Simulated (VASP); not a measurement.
Write the native input for VASP 6.6.1 that does the following.

* Task: single point
* Functional: PBE
* Potentials or basis: VASP PAW PBE potentials, release 64 (Li_sv, Be)
* Cutoff: 520 eV
* k mesh: 10 × 6 × 4
* Occupations: gaussian, width 0.2 eV
* Spin: no spin polarisation
* Dipole correction: no
* Further INCAR settings: ALGO = Fast; EDIFF = 1e-06; NBANDS = 16

The structure of LiBe2 lies in POSCAR:

```
LiBe2
1.0
    0.0000000000      0.0000000000      2.1986312202
    3.8439128557      0.0000000000      0.0000000000
    0.0000000000      6.6578523659      0.0000000000
Li Be
2 4
Direct
    1.0000000000      0.5000000000      0.5000000000
    0.0000000000      0.0000000000      0.0000000000
    0.7098416278      0.5000000000      0.1666666667
    0.7098416278      0.0000000000      0.6666666667
    0.2901583722      0.0000000000      0.3333333333
    0.2901583722      0.5000000000      0.8333333333
```

The input as run:

INCAR

```
SYSTEM = LiBe2
ALGO     = Fast           ! electronic algorithm
EDIFF    = 1E-6           ! SCF threshold, eV
ENCUT    = 520            ! plane-wave cutoff, eV
GGA      = PE             ! functional
ISIF     = 2              ! what is computed and relaxed
ISMEAR   = 0              ! smearing method
LASPH    = .True.         ! aspherical terms in the spheres
LCHARG   = .False.        ! write CHGCAR
LREAL    = .False.        ! projectors in reciprocal space
LWAVE    = .False.        ! write WAVECAR
NBANDS   = 16             ! bands
NELM     = 60             ! most SCF steps
PREC     = Accurate       ! precision mode
SIGMA    = 0.2            ! smearing width, eV
```

KPOINTS

```
k-points
0
Gamma
  10 6 4
  0 0 0
```

Potentials or basis: VASP PAW PBE potentials, release 64 (Li_sv, Be).

Command:

```console
$ cat potpaw_PBE.64/Li_sv/POTCAR potpaw_PBE.64/Be/POTCAR > POTCAR
$ mpirun -np 1 vasp_std > vasp.out
```

It gave:

- Largest force: 0.019 eV/Å
- Band gap on the k mesh: zero (bands 7 and 8 overlap by 6.44 eV)

Run time: 74 s on 1 thread of Intel(R) Xeon(R) 6975P-C (Granite Rapids), with other jobs on the host, peak memory 0.19 GiB.
